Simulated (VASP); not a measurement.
# Gd (P6_3/mmc) in VASP: further runs

Gd is run at these levels: LDA; tasks: single point.

Program: VASP 6.6.1. These are calculated values, not measurements. Logs are shortened: lines on timing, memory, paths and dates and some standing lists are left out, and cuts for length are marked.

## 1. The cell of the first run

It takes space group P6_3/mmc (No. 194, hexagonal). The conventional cell has a = 3.484 Å, b = 3.484 Å, c = 5.587 Å, α = 90.00°, β = 90.00°, γ = 120.00°. Within 4.5 Å of Gd (site symmetry -6m2) lie 12 Gd at 3.44 to 3.48 Å.

## 2. Single point, LDA, collinear spin, ferromagnetic start

INCAR

```
ALGO = Normal
EDIFF = 1E-7
ENCUT = 520
GGA = CA
ISIF = 2
ISMEAR = -1
ISPIN = 2
LASPH = True
LCHARG = False
LMAXMIX = 6
LORBIT = 11
LREAL = False
LWAVE = False
MAGMOM = 7.214 7.214
NBANDS = 29
NELM = 150
PREC = Accurate
SIGMA = 0.05
```

KPOINTS

```
k-points
0
Gamma
  8 8 5
```

POSCAR

```
Gd
1.0
    3.4841536640      0.0000000000      0.0000000000
   -1.7420768320      3.0173655837      0.0000000000
    0.0000000000      0.0000000000      5.5867162136
Gd
2
Direct
    0.3333333333      0.6666666667      0.2500000000
    0.6666666667      0.3333333333      0.7500000000
```

Potentials or basis: VASP PAW PBE potentials, release 64 (Gd).

Command:

```sh
cat potpaw_PBE.64/Gd/POTCAR > POTCAR
mpirun -np 1 vasp_std > vasp.out
```

OUTCAR:

```text
EDIFF = 1E-7
   ENCUT = 520
   GGA = CA
   ISIF = 2
   ISMEAR = -1
   ISPIN = 2
   LASPH = True
   LORBIT = 11
   LREAL = False
   NELM = 150
   PREC = Accurate

 ion  position               nearest neighbor table
   1  0.333  0.667  0.250-   2 3.44   2 3.44   2 3.44   2 3.44   2 3.44   2 3.44
   2  0.667  0.333  0.750-   1 3.44   1 3.44   1 3.44   1 3.44   1 3.44   1 3.44

  LATTYP: Found a hexagonal cell.
 ALAT       =     3.4841536640
 C/A-ratio  =     1.6034643567

  Lattice vectors:

 A1 = (   3.4841536640,   0.0000000000,   0.0000000000)
 A2 = (  -1.7420768320,   3.0173655837,   0.0000000000)
 A3 = (   0.0000000000,   0.0000000000,   5.5867162136)

Analysis of symmetry for initial positions (statically):
=====================================================================
 Subroutine PRICEL returns:
 Original cell was already a primitive cell.

 Routine SETGRP: Setting up the symmetry group for a
 hexagonal supercell.

 Subroutine GETGRP returns: Found 24 space group operations
 (whereof 12 operations were pure point group operations)
 out of a pool of 24 trial point group operations.

The static configuration has the point symmetry D_3d.
 The point group associated with its full space group is D_6h.

Analysis of symmetry for dynamics (positions and initial velocities):
=====================================================================
 Subroutine PRICEL returns:
 Original cell was already a primitive cell.

 Routine SETGRP: Setting up the symmetry group for a
 hexagonal supercell.

 Subroutine GETGRP returns: Found 24 space group operations
 (whereof 12 operations were pure point group operations)
 out of a pool of 24 trial point group operations.

The dynamic configuration has the point symmetry D_3d.
 The point group associated with its full space group is D_6h.

Analysis of structural, dynamic, and magnetic symmetry:
=====================================================================
 Subroutine PRICEL returns:
 Original cell was already a primitive cell.

 Routine SETGRP: Setting up the symmetry group for a
 hexagonal supercell.

 Subroutine GETGRP returns: Found 24 space group operations
 (whereof 12 operations were pure point group operations)
 out of a pool of 24 trial point group operations.

The overall configuration has the point symmetry D_3d.
 The point group associated with its full space group is D_6h.

[... 119 lines left out ...]
  volume/ion in A,a.u.               =      29.37       198.17
  Fermi-wavevector in a.u.,A,eV,Ry     =   1.390641  2.627931 26.312070  1.933883
  Thomas-Fermi vector in A             =   2.514557
   LORBIT       =     11    0 simple, 1 ext, 2 COOP (PROOUT), +10 PAW based schemes
   GGA     = CA    functional components
   LHFCALC =     F    Hartree Fock is set to
   AEXX    =    0.0000 exact exchange contribution
   IVDW    =     0    specifies the selected vdW correction
   LEPSILON=     F    determine dielectric tensor
   LRPA    =     F    only Hartree local field effects (RPA)
 spin polarized calculation
  energy-cutoff  :      520.00
  volume of cell :       58.73
 maximum number of plane-waves:      1601
 NGX is ok and might be reduce to    28
   NGX = 13   NGY = 13   NGZ = 21

 number of electron      35.9999989 magnetization      14.5780269

 Free energy of the ion-electron system (eV)
  ---------------------------------------------------
  ext. energy  EPLUGINS =         0.00000000
  ---------------------------------------------------
  free energy    TOTEN  =       -23.35628751 eV

  energy without entropy =      -23.31873807  energy(sigma->0) =      -23.33751279

 E-fermi :   3.2296     XC(G=0): -10.7989

 val. band max:        3.2095163024   @ k =   0.3750   0.1250   0.4000
 cond. band min:       3.2308322984   @ k =   0.2500   0.1250   0.2000
 fundamental gap:      0.0213159960
 Fermi energy:         3.2296245987

 spin component 1

 k-point     1 :       0.0000    0.0000    0.0000
  band No.  band energies     occupation
      1     -41.3399      1.00000
      2     -41.2223      1.00000
      3     -19.4764      1.00000
      4     -18.5752      1.00000
      5     -18.5752      1.00000
      6     -18.4255      1.00000
[... 757 lines left out ...]
     28       5.0735      0.00000
     29       5.6491      0.00000

 [... further k-points ...]

 spin component 2

 k-point     1 :       0.0000    0.0000    0.0000
  band No.  band energies     occupation
      1     -38.4724      1.00000
      2     -38.3278      1.00000
      3     -17.4677      1.00000
      4     -16.3851      1.00000
      5     -16.3851      1.00000
      6     -16.2099      1.00000
[... 757 lines left out ...]
     28       6.1048      0.00000
     29       6.6786      0.00000

 [... further k-points ...]

------------------------ aborting loop because EDIFF is reached ----------------------------------------

  FORCE on cell =-STRESS in cart. coord.  units (eV):
  Direction    XX          YY          ZZ          XY          YZ          ZX
  --------------------------------------------------------------------------------------
  -------------------------------------------------------------------------------------
  Total        0.0126300      0.0126300     -0.0664009      0.0000000     -0.0000000      0.0000000
  in kB        0.3445352      0.3445352     -1.8113517      0.0000000     -0.0000000      0.0000000
  external PRESSURE =      -0.3740937 kB  Pullay stress =       0.0000000 kB

 VOLUME and BASIS-vectors are now :
 -----------------------------------------------------------------------------
  energy-cutoff  :      520.00
  volume of cell :       58.73
      direct lattice vectors                 reciprocal lattice vectors
     3.484153664  0.000000000  0.000000000     0.287013748  0.165707464  0.000000000
    -1.742076832  3.017365584  0.000000000     0.000000000  0.331414929  0.000000000
     0.000000000  0.000000000  5.586716214     0.000000000  0.000000000  0.178996026

 POSITION                                       TOTAL-FORCE (eV/Angst)
 -----------------------------------------------------------------------------------
     -0.00000      2.01158      1.39668         0.000000      0.000000      0.000000
      1.74208      1.00579      4.19004        -0.000000      0.000000      0.000000
 -----------------------------------------------------------------------------------
    total drift:                                0.000000     -0.000000      0.000000

  FREE ENERGIE OF THE ION-ELECTRON SYSTEM (eV)
  ---------------------------------------------------
  free  energy   TOTEN  =       -23.3562875070 eV

  energy  without entropy=      -23.3187380734  energy(sigma->0) =      -23.33751279

 total charge

# of ion       s       p       d       f       tot
--------------------------------------------------
    1        2.079   5.521   0.633   7.022  15.255
    2        2.079   5.521   0.633   7.022  15.255
--------------------------------------------------
tot          4.158  11.043   1.266  14.044  30.511

 magnetization (x)

# of ion       s       p       d       f       tot
--------------------------------------------------
    1        0.006  -0.037   0.155   6.752   6.875
    2        0.006  -0.037   0.155   6.752   6.875
--------------------------------------------------
tot          0.011  -0.074   0.309  13.503  13.750
```

Wall time 1.9 min (1 thread of Intel Xeon 6975P-C (Granite Rapids), shared host); peak memory 0.21 GiB.

Results:

```yaml
Free_energy: -23.3563 eV
Pressure: 0.0 GPa
Net_moment: 14.58 μB per cell
Site_moments: Gd +6.88 μB
Valence_electrons_inside_the_program's_atomic_spheres: Gd 15.26
```

Caveat: the PAW data sets were made with another functional, which shifts forces and pressure a little; spin-orbit coupling is left out, which moves the levels of the heavy elements; semilocal functionals describe open f shells poorly, which spoils levels, moments and volumes. The state reached can hang on the start; a lower one may exist.

## 3. Single point, LDA, collinear spin, ferromagnetic start

INCAR

```
SYSTEM = Gd
PREC = Accurate
ENCUT = 520
EDIFF = 1E-6
ISMEAR = -1
SIGMA = 0.05
LREAL = .False.
LASPH = .True.
NELM = 150
ALGO = Normal
ISIF = 2
LWAVE = .False.
LCHARG = .True.
ISPIN = 2
MAGMOM = 7.214 7.214
LORBIT = 11
LMAXMIX = 6
GGA = CA
LELF = .True.
LVHAR = .True.
NBANDS = 29
```

KPOINTS

```
Automatic mesh
0
Gamma
  10 10 6
  0 0 0
```

POSCAR is that of step 2.

Potentials or basis: VASP PAW PBE potentials, release 64 (Gd).

Command:

```sh
cat potpaw_PBE.64/Gd/POTCAR > POTCAR
mpirun -np 1 vasp_std > vasp.out
```

Run time: 3.1 min. Hardware: 1 thread of Intel Xeon 6975P-C (Granite Rapids), shared host; peak memory 0.27 GiB.

The run converged. Its results:

- Free energy: -23.3552 eV
- Pressure: -0.1 GPa
- Net moment: 14.64 μB per cell
- Site moments: Gd +6.89 μB
- Valence electrons inside the program's atomic spheres: Gd 15.25

Levels at points of the mesh, in eV from the Fermi level:
Spin up:
| k point | band 21 | band 22 | band 23 | band 24 | band 25 | band 26 | band 27 | band 28 | band 29 |
| --- | --- | --- | --- | --- | --- | --- | --- | --- | --- |
| (0.00, 0.00, 0.00) | -4.16 | -4.12 | -4.12 | -2.50 | 1.51 | 1.51 | 1.65 | 1.78 | 2.23 |
| (0.50, 0.00, 0.00) | -4.15 | -4.12 | -1.98 | -1.91 | -1.41 | 0.51 | 1.23 | 1.45 | 2.11 |
| (0.00, 0.00, 0.50) | -4.12 | -4.12 | -3.38 | -3.38 | 0.71 | 0.71 | 1.43 | 1.43 | 1.43 |
| (0.50, 0.00, 0.50) | -4.15 | -4.15 | -2.25 | -2.25 | -0.41 | -0.41 | 2.22 | 2.22 | 2.98 |
Spin down:
| k point | band 8 | band 9 | band 10 | band 11 | band 12 | band 13 |
| --- | --- | --- | --- | --- | --- | --- |
| (0.00, 0.00, 0.00) | -19.40 | -4.35 | -1.79 | 0.31 | 0.37 | 0.43 |
| (0.50, 0.00, 0.00) | -19.57 | -1.25 | -1.23 | -0.80 | 0.37 | 0.46 |
| (0.00, 0.00, 0.50) | -19.52 | -2.65 | -2.65 | 0.20 | 0.20 | 0.47 |
| (0.50, 0.00, 0.50) | -19.73 | -1.59 | -1.59 | 0.04 | 0.04 | 0.50 |

Caveat: the PAW data sets were made with another functional, which shifts forces and pressure a little; spin-orbit coupling is left out, which moves the levels of the heavy elements; semilocal functionals describe open f shells poorly, which spoils levels, moments and volumes. The state reached can hang on the start; a lower one may exist.
